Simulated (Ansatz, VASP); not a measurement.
# TaN in VASP and in Ansatz

INCAR

```
SYSTEM = TaN
PREC     = Accurate       ! precision mode
ENCUT    = 520            ! plane-wave cutoff, eV
EDIFF    = 1E-7           ! SCF threshold, eV
ISMEAR   = 0              ! smearing method
SIGMA    = 0.15           ! smearing width, eV
LREAL    = .False.        ! projectors in reciprocal space
LASPH    = .True.         ! aspherical terms in the spheres
NELM     = 80             ! most SCF steps
ALGO     = Normal         ! electronic algorithm
ISIF     = 2              ! what is computed and relaxed
LWAVE    = .False.        ! write WAVECAR
LCHARG   = .False.        ! write CHGCAR
GGA      = PS             ! functional
NBANDS   = 15             ! bands
```

The input KPOINTS:

```
Automatic mesh
0
Gamma
  20 20 20
  0 0 0
```

The input POSCAR:

```
TaN
1.0
    0.0000000000      2.1790000000      2.1790000000
    2.1790000000      0.0000000000      2.1790000000
    2.1790000000      2.1790000000      0.0000000000
Ta N
1 1
Direct
    0.5000000000      0.5000000000      0.5000000000
    0.0000000000      0.0000000000      0.0000000000
```

Input for Ansatz:

```yaml
crystal:
  lattice:
    - [0.0, 2.179, 2.179]
    - [2.179, 0.0, 2.179]
    - [2.179, 2.179, 0.0]
  atoms:
    - { symbol: Ta, position: [0.5, 0.5, 0.5] }
    - { symbol: "N", position: [0.0, 0.0, 0.0] }
basis:
  ecutwfc: 420
kpoints:
  mp_grid: { grid: [20, 20, 20] }
hamiltonian:
  xc: pbesol
scf:
  occupations: { method: gaussian, width: 0.15 }
output:
  forces: true
  stress: true
  eigenvalues: true
  write_density: true
  write_potential: true
  elf: true
  volumetric_format: npy
```

Alike in both runs: task single point; functional PBEsol; k mesh 20 × 20 × 20; occupations gaussian, width 0.15 eV; no spin polarisation.

|  | VASP | Ansatz |
| --- | --- | --- |
| version | VASP 6.6.1 | Ansatz 0.2.0 |
| potentials or method | VASP PAW PBE potentials, release 64 (Ta_pv, N), cutoff 520 eV | scalar-relativistic, plane waves, PAW |
| valence electrons in the cell | 16 | 18 |

Ansatz gave:

| Quantity | Value |
| --- | --- |
| gap on the k mesh at the Fermi level (eV) | none |
| pressure (GPa) | 4.4 |

Question: Estimate VASP's values.

Answer: gap on the k mesh at the Fermi level (eV): none; pressure (GPa): 5.5.

VASP's potentials were made for PBE, not for PBEsol. A gap of «none» marks a metal or a gap that the smearing closes. The functional is the same, so the differences come from potentials, cutoffs and numerics. VASP's potentials hold 16 valence electrons a cell and Ansatz's 18, so a difference there can come from the potentials and not from the codes.

Neither program's run includes spin-orbit coupling.
